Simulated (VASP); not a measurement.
# Au (Fm-3m) in VASP: a series of runs

The runs below take Au through single point, with PBE.

Everything below comes from runs of VASP 6.6.1. Logs are shortened: lines on timing, memory, paths and dates and some standing lists are left out, and cuts for length are marked.

**1. The cell of the first run**

The structure is cubic, space group Fm-3m (No. 225). The conventional cell has a = 3.674 Å, b = 3.674 Å, c = 3.674 Å, α = 90.00°, β = 90.00°, γ = 90.00°. Au (site symmetry m-3m) has 12 Au at 2.60 Å within 3.4 Å.

**2. Single point, PBE**

Contents of INCAR:

```
  ALGO = Normal
  EDIFF = 1E-6
  ENCUT = 520
  GGA = PE
  ISIF = 2
  ISMEAR = -1
  LASPH = True
  LCHARG = False
  LREAL = False
  LWAVE = False
  NBANDS = 12
  NELM = 60
  PREC = Accurate
  SIGMA = 0.1
```

Contents of KPOINTS:

```
k-points
0
Gamma
  18 18 18
```

Contents of POSCAR:

```
Au
1.0
    0.0000000000      1.8370337659      1.8370337659
    1.8370337659      0.0000000000      1.8370337659
    1.8370337659      1.8370337659      0.0000000000
Au
1
Direct
    0.0000000000      0.0000000000      0.0000000000
```

Potentials or basis: VASP PAW PBE potentials, release 64 (Au).

On the command line:

```bash
$ cat potpaw_PBE.64/Au/POTCAR > POTCAR
$ mpirun -np 1 vasp_std > vasp.out
```

OUTCAR:

```text
EDIFF = 1E-6
   ENCUT = 520
   GGA = PE
   ISIF = 2
   ISMEAR = -1
   LASPH = True
   LREAL = False
   NELM = 60
   PREC = Accurate

 ion  position               nearest neighbor table
   1  0.000  0.000  0.000-

  LATTYP: Found a face centered cubic cell.
 ALAT       =     3.6740675318

  Lattice vectors:

 A1 = (   0.0000000000,   1.8370337659,   1.8370337659)
 A2 = (   1.8370337659,   0.0000000000,   1.8370337659)
 A3 = (   1.8370337659,   1.8370337659,   0.0000000000)

Analysis of symmetry for initial positions (statically):
=====================================================================
 Subroutine PRICEL returns:
 Original cell was already a primitive cell.

 Routine SETGRP: Setting up the symmetry group for a
 face centered cubic supercell.

 Subroutine GETGRP returns: Found 48 space group operations
 (whereof 48 operations were pure point group operations)
 out of a pool of 48 trial point group operations.

The static configuration has the point symmetry O_h .

Analysis of symmetry for dynamics (positions and initial velocities):
=====================================================================
 Subroutine PRICEL returns:
 Original cell was already a primitive cell.

 Routine SETGRP: Setting up the symmetry group for a
 face centered cubic supercell.

 Subroutine GETGRP returns: Found 48 space group operations
 (whereof 48 operations were pure point group operations)
 out of a pool of 48 trial point group operations.

The dynamic configuration has the point symmetry O_h .

 Subroutine INISYM returns: Found 48 space group operations
 (whereof 48 operations are pure point group operations),
 and found     1 'primitive' translations

----------------------------------------------------------------------------------------

                                     Primitive cell

  volume of cell :      12.3989

  direct lattice vectors                    reciprocal lattice vectors
     0.000000000  1.837033766  1.837033766    -0.272177904  0.272177904  0.272177904
     1.837033766  0.000000000  1.837033766     0.272177904 -0.272177904  0.272177904
     1.837033766  1.837033766  0.000000000     0.272177904  0.272177904 -0.272177904

  length of vectors
     2.597958066  2.597958066  2.597958066     0.471425958  0.471425958  0.471425958

  position of ions in fractional coordinates (direct lattice)
     0.000000000  0.000000000  0.000000000

  ion indices of the primitive-cell ions
   primitive index   ion index
                 1           1

----------------------------------------------------------------------------------------
[... 75 lines left out ...]
   NFREE  =      0    steps in history (QN), initial steepest desc. (CG)
   ISIF   =      2    stress and relaxation
   ISYM   =      2    0-nonsym 1-usesym 2-fastsym
   POTIM  = 0.5000    time-step for ionic-motion
   TEBEG  =    0.0;   TEEND  =   0.0 temperature during run
   PSTRESS=    0.0 pullay stress
   NELECT =      11.0000    total number of electrons
   NUPDOWN=      -1.0000    fix difference up-down
   EMIN   =  10.00;   EMAX   =-10.00  energy-range for DOS
   EFERMI =   0.00;   METHOD = LEGACY
   ISMEAR =    -1;   SIGMA  =   0.10  broadening in eV -4-tet -1-fermi 0-gaus
   EFERMI_NEDOS =   21; number of points for ismear=-14 and -15
   IALGO  =     38    algorithm
   IMIX   =      4    mixing-type and parameters
     AMIX     =   0.40;   BMIX     =  1.00
     AMIX_MAG =   1.60;   BMIX_MAG =  1.00
  volume/ion in A,a.u.               =      12.40        83.67
  Fermi-wavevector in a.u.,A,eV,Ry     =   1.573060  2.972652 33.667853  2.474517
  Thomas-Fermi vector in A             =   2.674401
   LORBIT       =      0    0 simple, 1 ext, 2 COOP (PROOUT), +10 PAW based schemes
   GGA     = PE    functional components
[... 5 lines left out ...]
 non-spin polarized calculation
  energy-cutoff  :      520.00
  volume of cell :       12.40
 maximum number of plane-waves:       347
   NGX =  9   NGY =  9   NGZ =  9

 number of electron      10.9999999 magnetization

 Free energy of the ion-electron system (eV)
  ---------------------------------------------------
  ext. energy  EPLUGINS =         0.00000000
  ---------------------------------------------------
  free energy    TOTEN  =        -1.48712358 eV

  energy without entropy =       -1.47787115  energy(sigma->0) =       -1.48249736

 E-fermi :  16.1304     XC(G=0): -14.6977

 val. band max:       16.1237221161   @ k =  -0.2222   0.2778   0.1111
 cond. band min:      16.1547752552   @ k =  -0.4444   0.1111   0.0000
 fundamental gap:      0.0310531391
 Fermi energy:        16.1303839643

 k-point     1 :       0.0000    0.0000    0.0000
  band No.  band energies     occupation
      1       2.0735      2.00000
      2       8.9596      2.00000
      3       8.9596      2.00000
      4       8.9596      2.00000
      5      11.5841      2.00000
      6      11.5841      2.00000
      7      29.2699      0.00000
      8      35.1756      0.00000
      9      35.1756      0.00000
     10      35.1756      0.00000
     11      41.2650      0.00000
     12      50.8135      0.00000
[... 331 lines left out ...]
 k-point    24 :      -0.2222    0.0556    0.0000
  band No.  band energies     occupation
      1       4.3841      2.00000
      2       8.4450      2.00000
      3       9.4344      2.00000
      4       9.5063      2.00000
      5      11.3349      2.00000
      6      12.1909      2.00000
      7      29.1097      0.00000
      8      31.9106      0.00000
      9      37.5937      0.00000
     10      38.9928      0.00000
     11      40.1618      0.00000
     12      43.0091      0.00000

 [... further k-points ...]

------------------------ aborting loop because EDIFF is reached ----------------------------------------

  FORCE on cell =-STRESS in cart. coord.  units (eV):
  Direction    XX          YY          ZZ          XY          YZ          ZX
  --------------------------------------------------------------------------------------
  -------------------------------------------------------------------------------------
  Total       11.5918423     11.5918423     11.5918423     -0.0000000      0.0000000      0.0000000
  in kB     1497.8959052   1497.8959052   1497.8959052     -0.0000000      0.0000000      0.0000000
  external PRESSURE =    1497.8959052 kB  Pullay stress =       0.0000000 kB

 VOLUME and BASIS-vectors are now :
 -----------------------------------------------------------------------------
  energy-cutoff  :      520.00
  volume of cell :       12.40
      direct lattice vectors                 reciprocal lattice vectors
     0.000000000  1.837033766  1.837033766    -0.272177904  0.272177904  0.272177904
     1.837033766  0.000000000  1.837033766     0.272177904 -0.272177904  0.272177904
     1.837033766  1.837033766  0.000000000     0.272177904  0.272177904 -0.272177904

 POSITION                                       TOTAL-FORCE (eV/Angst)
 -----------------------------------------------------------------------------------
      0.00000      0.00000      0.00000         0.000000      0.000000      0.000000
 -----------------------------------------------------------------------------------
    total drift:                                0.000000     -0.000000     -0.000000

  FREE ENERGIE OF THE ION-ELECTRON SYSTEM (eV)
  ---------------------------------------------------
  free  energy   TOTEN  =        -1.4871235761 eV

  energy  without entropy=       -1.4778711476  energy(sigma->0) =       -1.48249736
```

stdout:

```text
POSCAR found type information on POSCAR Au
 POSCAR found :  1 types and       1 ions
 scaLAPACK will be used
 LDA part: xc-table for (Slater+PW92), standard interpolation
 POSCAR, INCAR and KPOINTS ok, starting setup
 FFT: planning ... GRIDC
 FFT: planning ... GRID_SOFT
 FFT: planning ... GRID
 WAVECAR not read
 entering main loop
```

It took 16 s on 1 thread of Intel Xeon Platinum 8488C (Sapphire Rapids), shared host; peak memory 0.15 GiB.

What came out:

| Property | Result |
| --- | --- |
| Free energy | -1.4871 eV |
| Pressure | 149.8 GPa |

Caveat: spin-orbit coupling is left out, which moves the levels of the heavy elements.

**3. Single point, PBE**

Contents of INCAR:

```
ALGO     = Normal         # electronic algorithm
EDIFF    = 1E-6           # SCF threshold, eV
ENCUT    = 520            # plane-wave cutoff, eV
GGA      = PE             # functional
ISIF     = 2              # what is computed and relaxed
ISMEAR   = -1             # smearing method
LASPH    = True           # aspherical terms in the spheres
LCHARG   = True           # write CHGCAR
LELF     = True           # ELF
LREAL    = False          # projectors in reciprocal space
LVHAR    = True         
LWAVE    = False          # write WAVECAR
NBANDS   = 12             # bands
NELM     = 60             # most SCF steps
PREC     = Accurate       # precision mode
SIGMA    = 0.1            # smearing width, eV
```

KPOINTS is that of step 2.

Contents of POSCAR:

```
Au
1.0
    0.0000000000      1.8368904862      1.8368904862
    1.8368904862      0.0000000000      1.8368904862
    1.8368904862      1.8368904862      0.0000000000
Au
1
Direct
    0.0000000000      0.0000000000      0.0000000000
```

Potentials or basis: VASP PAW PBE potentials, release 64 (Au).

On the command line:

```bash
$ cat potpaw_PBE.64/Au/POTCAR > POTCAR
$ mpirun -np 1 vasp_std > vasp.out
```

OUTCAR:

```text
EDIFF = 1E-6
   ENCUT = 520
   GGA = PE
   ISIF = 2
   ISMEAR = -1
   LASPH = True
   LREAL = False
   NELM = 60
   PREC = Accurate

 ion  position               nearest neighbor table
   1  0.000  0.000  0.000-

  LATTYP: Found a face centered cubic cell.
 ALAT       =     3.6737809724

  Lattice vectors:

 A1 = (   0.0000000000,   1.8368904862,   1.8368904862)
 A2 = (   1.8368904862,   0.0000000000,   1.8368904862)
 A3 = (   1.8368904862,   1.8368904862,   0.0000000000)

Analysis of symmetry for initial positions (statically):
=====================================================================
 Subroutine PRICEL returns:
 Original cell was already a primitive cell.

 Routine SETGRP: Setting up the symmetry group for a
 face centered cubic supercell.

 Subroutine GETGRP returns: Found 48 space group operations
 (whereof 48 operations were pure point group operations)
 out of a pool of 48 trial point group operations.

The static configuration has the point symmetry O_h .

Analysis of symmetry for dynamics (positions and initial velocities):
=====================================================================
 Subroutine PRICEL returns:
 Original cell was already a primitive cell.

 Routine SETGRP: Setting up the symmetry group for a
 face centered cubic supercell.

 Subroutine GETGRP returns: Found 48 space group operations
 (whereof 48 operations were pure point group operations)
 out of a pool of 48 trial point group operations.

The dynamic configuration has the point symmetry O_h .

 Subroutine INISYM returns: Found 48 space group operations
 (whereof 48 operations are pure point group operations),
 and found     1 'primitive' translations

----------------------------------------------------------------------------------------

                                     Primitive cell

  volume of cell :      12.3959

  direct lattice vectors                    reciprocal lattice vectors
[... 106 lines left out ...]
  volume/ion in A,a.u.               =      12.40        83.65
  Fermi-wavevector in a.u.,A,eV,Ry     =   1.573183  2.972884 33.673106  2.474903
  Thomas-Fermi vector in A             =   2.674505
   LORBIT       =      0    0 simple, 1 ext, 2 COOP (PROOUT), +10 PAW based schemes
   GGA     = PE    functional components
[... 5 lines left out ...]
 non-spin polarized calculation
  energy-cutoff  :      520.00
  volume of cell :       12.40
 maximum number of plane-waves:       347
   NGX =  9   NGY =  9   NGZ =  9

 number of electron      10.9999999 magnetization

 Free energy of the ion-electron system (eV)
  ---------------------------------------------------
  ext. energy  EPLUGINS =         0.00000000
  ---------------------------------------------------
  free energy    TOTEN  =        -1.48440719 eV

  energy without entropy =       -1.47515553  energy(sigma->0) =       -1.47978136

 E-fermi :  16.1363     XC(G=0): -14.6992

 val. band max:       16.1297669414   @ k =  -0.2222   0.2778   0.1111
 cond. band min:      16.1603572333   @ k =  -0.4444   0.1111   0.0000
 fundamental gap:      0.0305902919
 Fermi energy:        16.1363022277

 k-point     1 :       0.0000    0.0000    0.0000
  band No.  band energies     occupation
      1       2.0757      2.00000
      2       8.9632      2.00000
      3       8.9632      2.00000
      4       8.9632      2.00000
      5      11.5887      2.00000
      6      11.5887      2.00000
      7      29.2741      0.00000
      8      35.1813      0.00000
      9      35.1813      0.00000
     10      35.1813      0.00000
     11      41.2717      0.00000
     12      50.8249      0.00000
[... 331 lines left out ...]
 k-point    24 :      -0.2222    0.0556    0.0000
  band No.  band energies     occupation
      1       4.3867      2.00000
      2       8.4484      2.00000
      3       9.4381      2.00000
      4       9.5101      2.00000
      5      11.3393      2.00000
      6      12.1956      2.00000
      7      29.1157      0.00000
      8      31.9166      0.00000
      9      37.6013      0.00000
     10      39.0005      0.00000
     11      40.1689      0.00000
     12      43.0234      0.00000

 [... further k-points ...]

------------------------ aborting loop because EDIFF is reached ----------------------------------------

  FORCE on cell =-STRESS in cart. coord.  units (eV):
  Direction    XX          YY          ZZ          XY          YZ          ZX
  --------------------------------------------------------------------------------------
  -------------------------------------------------------------------------------------
  Total       11.6039424     11.6039424     11.6039424      0.0000000      0.0000000      0.0000000
  in kB     1499.8103841   1499.8103841   1499.8103841      0.0000000      0.0000000      0.0000000
  external PRESSURE =    1499.8103841 kB  Pullay stress =       0.0000000 kB

 VOLUME and BASIS-vectors are now :
 -----------------------------------------------------------------------------
  energy-cutoff  :      520.00
  volume of cell :       12.40
      direct lattice vectors                 reciprocal lattice vectors
     0.000000000  1.836890486  1.836890486    -0.272199134  0.272199134  0.272199134
     1.836890486  0.000000000  1.836890486     0.272199134 -0.272199134  0.272199134
     1.836890486  1.836890486  0.000000000     0.272199134  0.272199134 -0.272199134

 POSITION                                       TOTAL-FORCE (eV/Angst)
 -----------------------------------------------------------------------------------
      0.00000      0.00000      0.00000         0.000000      0.000000      0.000000
 -----------------------------------------------------------------------------------
    total drift:                                0.000000      0.000000      0.000000

  FREE ENERGIE OF THE ION-ELECTRON SYSTEM (eV)
  ---------------------------------------------------
  free  energy   TOTEN  =        -1.4844071914 eV

  energy  without entropy=       -1.4751555303  energy(sigma->0) =       -1.47978136
```

stdout:

```text
POSCAR found type information on POSCAR Au
 POSCAR found :  1 types and       1 ions
 scaLAPACK will be used
 LDA part: xc-table for (Slater+PW92), standard interpolation
 POSCAR, INCAR and KPOINTS ok, starting setup
 FFT: planning ... GRIDC
 FFT: planning ... GRID_SOFT
 FFT: planning ... GRID
 WAVECAR not read
 entering main loop
```

It took 18 s on 1 thread of Intel Xeon Platinum 8488C (Sapphire Rapids), shared host; peak memory 0.15 GiB.

Results:

```
Free energy : -1.4844 eV
Pressure    : 150.0 GPa
```

Caveat: spin-orbit coupling is left out, which moves the levels of the heavy elements.
